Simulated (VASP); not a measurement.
Here is a VASP 6.6.1 calculation.

Contents of INCAR:

```
SYSTEM = BaTiO3
PREC = Accurate
ENCUT = 1340
EDIFF = 1E-6
ISMEAR = -1
SIGMA = 0.02
LREAL = .False.
LASPH = .True.
NELM = 120
ALGO = Normal
ISIF = 2
LWAVE = .False.
LCHARG = .True.
GGA = PE
LELF = .True.
LVHAR = .True.
NBANDS = 28
GGA_COMPAT = .False.
```

KPOINTS

```
Automatic mesh
0
Gamma
  6 6 6
  0 0 0
```

POSCAR

```
BaTiO3
1.0
    3.9940965200      0.0000000000      0.0000000000
    0.0000000000      3.9940965200      0.0000000000
    0.0000000000      0.0000000000      3.9341850722
Ba Ti O
1 1 3
Direct
    0.0000000000      0.0000000000      0.0000000000
    0.5000000000      0.5000000000      0.5000000000
    0.5000000000      0.5000000000      0.0000000000
    0.5000000000      0.0000000000      0.5000000000
    0.0000000000      0.5000000000      0.5000000000
```

Potentials or basis: VASP PAW PBE potentials, release 64 (Ba_sv, Ti_sv, O_h).

Run with:

```console
$ cat potpaw_PBE.64/Ba_sv/POTCAR potpaw_PBE.64/Ti_sv/POTCAR potpaw_PBE.64/O_h/POTCAR > POTCAR
$ mpirun -np 1 vasp_std > vasp.out
```

Q: What does it give for the pressure?

A: 7.8 GPa.

Q: What does it give for the band gap on the k mesh?

A: 1.76 eV (least direct gap 1.88 eV).

Stress tensor (GPa, compression positive):
```
 6.69  0.00  0.00
 0.00  6.69  0.00
 0.00  0.00 10.03
```

Caveat: the cell differs from its parent crystal (uniaxial z strain -1.5%); the cell stands under pressure; spin-orbit coupling is left out, which moves the levels of the heavy elements. A k mesh can miss the band edges.
